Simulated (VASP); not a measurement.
Write the native input for VASP 6.6.1 that does the following.

```
Task                   : single point
Functional             : LDA
Potentials or basis    : VASP PAW LDA potentials, release 64 (W_sv)
Cutoff                 : 520 eV
k mesh                 : 11 × 11 × 11
Occupations            : fermi-dirac, width 0.05 eV
Spin                   : no spin polarisation
Dipole correction      : no
Further INCAR settings : ALGO = Normal; EDIFF = 1e-07; NBANDS = 13
```

The structure of W lies in POSCAR:

```
W
1.0
    0.0000000000      2.0300000000      2.0300000000
    2.0300000000      0.0000000000      2.0300000000
    2.0300000000      2.0300000000      0.0000000000
W
1
Direct
    0.0000000000      0.0000000000      0.0000000000
```

These files were run (other wordings do the same):

INCAR

```
  ALGO = Normal
  EDIFF = 1E-7
  ENCUT = 520
  ISIF = 2
  ISMEAR = -1
  LASPH = True
  LCHARG = False
  LREAL = False
  LWAVE = False
  NBANDS = 13
  NELM = 60
  PREC = Accurate
  SIGMA = 0.05
```

KPOINTS

```
k-points
0
Gamma
  11 11 11
```

Potentials or basis: VASP PAW LDA potentials, release 64 (W_sv).

The run is started by

```console
$ cat potpaw_LDA.64/W_sv/POTCAR > POTCAR
$ mpirun -np 1 vasp_std > vasp.out
```

Results of the run:

The pressure is -16.2 GPa and the band gap on the k mesh is zero (band 7 reaches 12.78 eV, above the bottom of band 8 at 9.52 eV).

Caveat: spin-orbit coupling is left out, which moves the levels of the heavy elements.

It took 12 s on 1 thread of Intel Xeon 8259CL, on a shared host, peak memory 0.13 GiB.
